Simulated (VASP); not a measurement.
# C (Fd-3m) in VASP: notebook

Runs on C. Level: PBE. Tasks: single point.

All numbers are computed with VASP 6.6.1; they aren't measurements. Logs are shortened: lines on timing, memory, paths and dates and some standing lists are left out, and cuts for length are marked.

## 1. The cell of the first run

Symmetry: Fd-3m, No. 227, cubic system. The conventional cell has a = 3.418 Å, b = 3.418 Å, c = 3.418 Å, α = 90.00°, β = 90.00°, γ = 90.00°. Within 2.0 Å of C (site symmetry -43m) lie 4 C at 1.48 Å.

## 2. Single point, PBE (strain -4.0%)

File INCAR:

```
SYSTEM = C
  PREC = Accurate
  ENCUT = 520
  EDIFF = 1E-6
  ISMEAR = 0
  SIGMA = 0.01
  LREAL = .FALSE.
  LASPH = .TRUE.
  NELM = 60
  ALGO = Normal
  ISIF = 2
  LWAVE = .FALSE.
  LCHARG = .TRUE.
  GGA = PE
  LELF = .TRUE.
  LVHAR = .TRUE.
  NBANDS = 11
```

File KPOINTS:

```
regular mesh
0
G
  6 6 6
  0 0 0
```

File POSCAR:

```
C
1.0
    0.0000000000      1.7089191755      1.7089191755
    1.7089191755      0.0000000000      1.7089191755
    1.7089191755      1.7089191755      0.0000000000
C
2
Direct
    0.0000000000      0.0000000000      0.0000000000
    0.2500000000      0.2500000000      0.2500000000
```

Potentials or basis: VASP PAW PBE potentials, release 64 (C).

Launch:

```
> cat potpaw_PBE.64/C/POTCAR > POTCAR
> mpirun -np 1 vasp_std > vasp.out
```

OUTCAR:

```text
SYSTEM = C
   PREC = Accurate
   ENCUT = 520
   EDIFF = 1E-6
   ISMEAR = 0
   LREAL = .FALSE.
   LASPH = .TRUE.
   NELM = 60
   ISIF = 2
   GGA = PE

 ion  position               nearest neighbor table
   1  0.000  0.000  0.000-   2 1.48   2 1.48   2 1.48   2 1.48
   2  0.250  0.250  0.250-   1 1.48   1 1.48   1 1.48   1 1.48

  LATTYP: Found a face centered cubic cell.
 ALAT       =     3.4178383510

  Lattice vectors:

 A1 = (   0.0000000000,   1.7089191755,   1.7089191755)
 A2 = (   1.7089191755,   0.0000000000,   1.7089191755)
 A3 = (   1.7089191755,   1.7089191755,   0.0000000000)

Analysis of symmetry for initial positions (statically):
=====================================================================
 Subroutine PRICEL returns:
 Original cell was already a primitive cell.

 Routine SETGRP: Setting up the symmetry group for a
 face centered cubic supercell.

 Subroutine GETGRP returns: Found 48 space group operations
 (whereof 24 operations were pure point group operations)
 out of a pool of 48 trial point group operations.

The static configuration has the point symmetry T_d .
 The point group associated with its full space group is O_h .

Analysis of symmetry for dynamics (positions and initial velocities):
=====================================================================
 Subroutine PRICEL returns:
 Original cell was already a primitive cell.

 Routine SETGRP: Setting up the symmetry group for a
 face centered cubic supercell.

 Subroutine GETGRP returns: Found 48 space group operations
 (whereof 24 operations were pure point group operations)
 out of a pool of 48 trial point group operations.

The dynamic configuration has the point symmetry T_d .
 The point group associated with its full space group is O_h .

 Subroutine INISYM returns: Found 48 space group operations
 (whereof 24 operations are pure point group operations),
 and found     1 'primitive' translations

----------------------------------------------------------------------------------------

                                     Primitive cell

  volume of cell :       9.9815

  direct lattice vectors                    reciprocal lattice vectors
     0.000000000  1.708919175  1.708919175    -0.292582591  0.292582591  0.292582591
     1.708919175  0.000000000  1.708919175     0.292582591 -0.292582591  0.292582591
     1.708919175  1.708919175  0.000000000     0.292582591  0.292582591 -0.292582591

  length of vectors
     2.416776675  2.416776675  2.416776675     0.506767913  0.506767913  0.506767913

  position of ions in fractional coordinates (direct lattice)
     0.000000000  0.000000000  0.000000000
     0.250000000  0.250000000  0.250000000

  ion indices of the primitive-cell ions
   primitive index   ion index
                 1           1
                 2           2

----------------------------------------------------------------------------------------

 KPOINTS: regular mesh

Automatic generation of k-mesh.
 Grid dimensions read from file:
 generate k-points for:    6    6    6

 Generating k-lattice:

  Cartesian coordinates                     Fractional coordinates (reciprocal lattice)
    -0.048763765  0.048763765  0.048763765     0.166666667  0.000000000  0.000000000
     0.048763765 -0.048763765  0.048763765     0.000000000  0.166666667  0.000000000
     0.048763765  0.048763765 -0.048763765     0.000000000  0.000000000  0.166666667

  Length of vectors
     0.084461319  0.084461319  0.084461319

  Shift w.r.t. Gamma in fractional coordinates (k-lattice)
     0.000000000  0.000000000  0.000000000

 Subroutine IBZKPT returns following result:
 ===========================================

 Found     16 irreducible k-points:

 Following reciprocal coordinates:
            Coordinates               Weight
  0.000000  0.000000  0.000000      1.000000
  0.166667  0.000000  0.000000      8.000000
  0.333333  0.000000  0.000000      8.000000
  0.500000  0.000000  0.000000      4.000000
  0.166667  0.166667  0.000000      6.000000
  0.333333  0.166667  0.000000     24.000000
[... 8 lines left out ...]
 -0.333333  0.333333  0.166667     24.000000
 -0.333333  0.500000  0.166667     12.000000
   k-points           NKPTS =     16   k-points in BZ     NKDIM =     16   number of bands    NBANDS=     11
   number of dos      NEDOS =    301   number of ions     NIONS =      2
   total plane-waves  NPLWV =   5832
   dimension x,y,z NGX =    18 NGY =   18 NGZ =   18
   dimension x,y,z NGXF=    36 NGYF=   36 NGZF=   36
   ions per type =               2
   NGX,Y,Z   is equivalent  to a cutoff of  12.38, 12.38, 12.38 a.u.
   NGXF,Y,Z  is equivalent  to a cutoff of  24.76, 24.76, 24.76 a.u.
 SYSTEM =  C
   PREC   = accura    normal or accurate (medium, high low for compatibility)
   ISTART =      0    job   : 0-new  1-cont  2-samecut
   ICHARG =      2    charge: 1-file 2-atom 10-const
   ISPIN  =      1    spin polarized calculation?
   LNONCOLLINEAR =      F non collinear calculations
   LSORBIT =      F    spin-orbit coupling
   LASPH  =      T    aspherical Exc in radial PAW
   ENCUT  =  520.0 eV  38.22 Ry    6.18 a.u.   4.49  4.49  4.49*2*pi/ulx,y,z
   NELM   =     60;   NELMIN=  2; NELMDL= -5     # of ELM steps
   EDIFF  = 0.1E-05   stopping-criterion for ELM
   LREAL  =      F    real-space projection
   EDIFFG = 0.1E-04   stopping-criterion for IOM
   NSW    =      0    number of steps for IOM
   IBRION =     -1    ionic relax: 0-MD 1-quasi-New 2-CG
   NFREE  =      0    steps in history (QN), initial steepest desc. (CG)
   ISIF   =      2    stress and relaxation
   ISYM   =      2    0-nonsym 1-usesym 2-fastsym
   POTIM  = 0.5000    time-step for ionic-motion
   TEBEG  =    0.0;   TEEND  =   0.0 temperature during run
   PSTRESS=    0.0 pullay stress
   NELECT =       8.0000    total number of electrons
   NUPDOWN=      -1.0000    fix difference up-down
   EMIN   =  10.00;   EMAX   =-10.00  energy-range for DOS
   EFERMI =   0.00;   METHOD = LEGACY
   ISMEAR =     0;   SIGMA  =   0.01  broadening in eV -4-tet -1-fermi 0-gaus
   EFERMI_NEDOS =   21; number of points for ismear=-14 and -15
   IALGO  =     38    algorithm
   IMIX   =      4    mixing-type and parameters
     AMIX     =   0.40;   BMIX     =  1.00
     AMIX_MAG =   1.60;   BMIX_MAG =  1.00
  volume/ion in A,a.u.               =       4.99        33.68
  Fermi-wavevector in a.u.,A,eV,Ry     =   1.520687  2.873683 31.463342  2.312490
  Thomas-Fermi vector in A             =   2.629504
   LORBIT       =      0    0 simple, 1 ext, 2 COOP (PROOUT), +10 PAW based schemes
   GGA     = PE    functional components
   LHFCALC =     F    Hartree Fock is set to
   AEXX    =    0.0000 exact exchange contribution
   IVDW    =     0    specifies the selected vdW correction
   LEPSILON=     F    determine dielectric tensor
   LRPA    =     F    only Hartree local field effects (RPA)
 non-spin polarized calculation
 Gauss-broadening in eV      SIGMA  =   0.01
  energy-cutoff  :      520.00
  volume of cell :        9.98
 maximum number of plane-waves:       283
 NGX is ok and might be reduce to    18
   NGX =  9   NGY =  9   NGZ =  9

 number of electron       7.9999997 magnetization

 Free energy of the ion-electron system (eV)
  ---------------------------------------------------
  ext. energy  EPLUGINS =         0.00000000
  ---------------------------------------------------
  free energy    TOTEN  =       -17.87657973 eV

  energy without entropy =      -17.87657973  energy(sigma->0) =      -17.87657973

 E-fermi :  11.8675     XC(G=0): -13.9014

 val. band max:       11.6750453637   @ k =   0.0000   0.0000   0.0000
 cond. band min:      16.1284555407   @ k =   0.3333   0.3333   0.0000
 fundamental gap:      4.4534101770
 Fermi energy:        11.8674929776

 k-point     1 :       0.0000    0.0000    0.0000
  band No.  band energies     occupation
      1     -11.6023      2.00000
      2      11.6750      2.00000
      3      11.6750      2.00000
      4      11.6750      2.00000
      5      17.6178      0.00000
      6      17.6178      0.00000
      7      17.6178      0.00000
      8      28.0583      0.00000
      9      32.6971      0.00000
     10      39.6645      0.00000
     11      39.6645      0.00000

 k-point     2 :       0.1667    0.0000    0.0000
  band No.  band energies     occupation
      1     -10.7662      2.00000
      2       7.5346      2.00000
      3      10.5071      2.00000
      4      10.5071      2.00000
      5      19.1446      0.00000
      6      19.1446      0.00000
      7      19.9120      0.00000
      8      28.2514      0.00000
      9      33.7212      0.00000
     10      35.5409      0.00000
     11      35.5409      0.00000

 k-point     3 :       0.3333    0.0000    0.0000
  band No.  band energies     occupation
      1      -8.2989      2.00000
      2       1.3997      2.00000
      3       9.0594      2.00000
      4       9.0594      2.00000
      5      20.5522      0.00000
      6      20.5522      0.00000
      7      21.7732      0.00000
      8      28.5224      0.00000
      9      34.5930      0.00000
     10      36.1849      0.00000
     11      36.1849      0.00000
[... 155 lines left out ...]
 k-point    15 :      -0.3333    0.3333    0.1667
  band No.  band energies     occupation
      1      -3.1395      2.00000
      2      -1.2130      2.00000
      3       3.0651      2.00000
      4       4.9296      2.00000
      5      20.8986      0.00000
      6      22.7989      0.00000
      7      27.2381      0.00000
      8      27.3279      0.00000
      9      31.1128      0.00000
     10      37.4999      0.00000
     11      40.9857      0.00000

 k-point    16 :      -0.3333    0.5000    0.1667
  band No.  band energies     occupation
      1      -1.3668      2.00000
      2      -1.3668      2.00000
      3       2.8128      2.00000
      4       2.8128      2.00000
      5      20.4789      0.00000
      6      20.4789      0.00000
      7      27.9367      0.00000
      8      27.9367      0.00000
      9      35.5238      0.00000
     10      35.5238      0.00000
     11      44.5613      0.00000

------------------------ aborting loop because EDIFF is reached ----------------------------------------

  FORCE on cell =-STRESS in cart. coord.  units (eV):
  Direction    XX          YY          ZZ          XY          YZ          ZX
  --------------------------------------------------------------------------------------
  -------------------------------------------------------------------------------------
  Total        4.6155265      4.6155265      4.6155265      0.0000000      0.0000000     -0.0000000
  in kB      740.8619138    740.8619138    740.8619138      0.0000000      0.0000000     -0.0000000
  external PRESSURE =     740.8619138 kB  Pullay stress =       0.0000000 kB

 VOLUME and BASIS-vectors are now :
 -----------------------------------------------------------------------------
  energy-cutoff  :      520.00
  volume of cell :        9.98
      direct lattice vectors                 reciprocal lattice vectors
     0.000000000  1.708919175  1.708919175    -0.292582591  0.292582591  0.292582591
     1.708919175  0.000000000  1.708919175     0.292582591 -0.292582591  0.292582591
     1.708919175  1.708919175  0.000000000     0.292582591  0.292582591 -0.292582591

 POSITION                                       TOTAL-FORCE (eV/Angst)
 -----------------------------------------------------------------------------------
      0.00000      0.00000      0.00000         0.000000      0.000000      0.000000
      0.85446      0.85446      0.85446        -0.000000     -0.000000     -0.000000
 -----------------------------------------------------------------------------------
    total drift:                               -0.000000     -0.000000     -0.000000

  FREE ENERGIE OF THE ION-ELECTRON SYSTEM (eV)
  ---------------------------------------------------
  free  energy   TOTEN  =       -17.8765797309 eV

  energy  without entropy=      -17.8765797309  energy(sigma->0) =      -17.87657973
```

It took 2.7 s on 1 thread of AMD EPYC 7R13 (Zen 3), shared host; peak memory 0.08 GiB.

What came out:

- Free energy: -17.8766 eV
- Pressure: 74.1 GPa
- Band gap on the k mesh: 4.45 eV, indirect (least direct gap 5.94 eV)

Caveat: the k points lie up to 0.53 Å⁻¹ apart; the cell differs from its parent crystal (strain -4.0%). A k mesh can miss the band edges.

(Part 1 of 2 ends here.)
